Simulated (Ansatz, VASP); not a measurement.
# Two plane-wave programs on TiAl

File INCAR:

```
  PREC = Accurate
  ENCUT = 500
  EDIFF = 1E-6
  ISMEAR = 0
  SIGMA = 0.15
  LREAL = F
  LASPH = T
  NELM = 120
  ALGO = Normal
  ISIF = 2
  LWAVE = F
  LCHARG = F
  GGA = PS
  NBANDS = 14
  GGA_COMPAT = F
```

The input KPOINTS:

```
regular mesh
0
Gamma
  24 24 14
```

POSCAR

```
TiAl
1.0
    2.8478212843      0.0000000000      0.0000000000
   -1.4239106421      2.4662855776      0.0000000000
    0.0000000000      0.0000000000      4.6430444645
Ti Al
1 1
Direct
    0.0000000000      0.0000000000      0.0000000000
    0.3333333333      0.6666666667      0.5000000000
```

Input for Ansatz:

```yaml
crystal:
  lattice:
    - [2.8478212843, 0.0, 0.0]
    - [-1.4239106421, 2.4662855776, 0.0]
    - [0.0, 0.0, 4.6430444645]
  atoms:
    - { symbol: Ti, position: [0.0, 0.0, 0.0] }
    - { symbol: Al, position: [0.3333333333, 0.6666666667, 0.5] }
basis:
  ecutwfc: 420
kpoints:
  mp_grid: { grid: [24, 24, 14] }
hamiltonian:
  xc: pbesol
scf:
  occupations: { method: gaussian, width: 0.15 }
output:
  forces: true
  stress: true
  eigenvalues: true
```

Change from the starting cell: strain +0.0050 x Voigt [0, 0, 1, 0, 0, 0], atoms carried along.

Alike in both runs: task single point; functional PBEsol; k mesh 24 × 24 × 14; occupations gaussian, width 0.15 eV; no spin polarisation.

|  | VASP | Ansatz |
| --- | --- | --- |
| version | VASP 6.6.1 | Ansatz 0.2.0 |
| potentials or method | VASP PAW PBE potentials, release 64 (Ti_sv, Al), cutoff 500 eV | scalar-relativistic, plane waves, PAW |
| valence electrons in the cell | 15 | 15 |

```csv
,VASP,Ansatz,Ansatz less VASP
gap on the k mesh at the Fermi level (eV),none,none,-
pressure (GPa),-0.6,-0.6,-0.01
"traceless stress, the component that is largest in VASP (GPa)",-0.63,-0.70,-0.070
```

VASP's potentials were made for PBE, not for PBEsol. A gap of «none» marks a metal or a gap that the smearing closes.
